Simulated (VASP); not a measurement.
A run of VASP 6.6.1 is set up as follows.

File INCAR:

```
PREC = Accurate ; ENCUT = 600
EDIFF = 1E-7 ; ISMEAR = 0
SIGMA = 0.1 ; LREAL = F
LASPH = T ; NELM = 100
ALGO = Normal ; ISIF = 3
LWAVE = F ; LCHARG = F
GGA = PE ; IBRION = 2
NSW = 90 ; EDIFFG = -0.04
```

Contents of KPOINTS:

```
Automatic mesh
0
Gamma
  6 6 6
```

Contents of POSCAR:

```
TiGaSb
1.0
    4.7815809633      0.0000000000      0.0000000000
   -2.3907904817      4.1409705845      0.0000000000
    0.0000000000      0.0000000000      3.1821728397
Ti Ga Sb
1 1 1
Direct
    0.6666666667      0.3333333333      0.5000000000
    0.0000000000      0.0000000000      0.0000000000
    0.3333333333      0.6666666667      0.5000000000
```

Potentials or basis: VASP PAW PBE potentials, release 64 (Ti_sv, Ga_d, Sb).

Launch:

```console
$ cat potpaw_PBE.64/Ti_sv/POTCAR potpaw_PBE.64/Ga_d/POTCAR potpaw_PBE.64/Sb/POTCAR > POTCAR
$ mpirun -np 1 vasp_std > vasp.out
```

(1) What does it give for the space group after relaxing (to 0.05 Å)?

(2) Estimate the band gap on the k mesh.

(3) Estimate the relaxed cell.

## Answers

(1) P-6m2 (No. 187).

(2) zero (band 15 reaches 7.80 eV, above the bottom of band 16 at 7.16 eV).

(3) a = 4.892 Å, b = 4.892 Å, c = 3.012 Å, α = 90.00°, β = 90.00°, γ = 120.00°.

Caveat: spin-orbit coupling is left out, which moves the levels of the heavy elements.
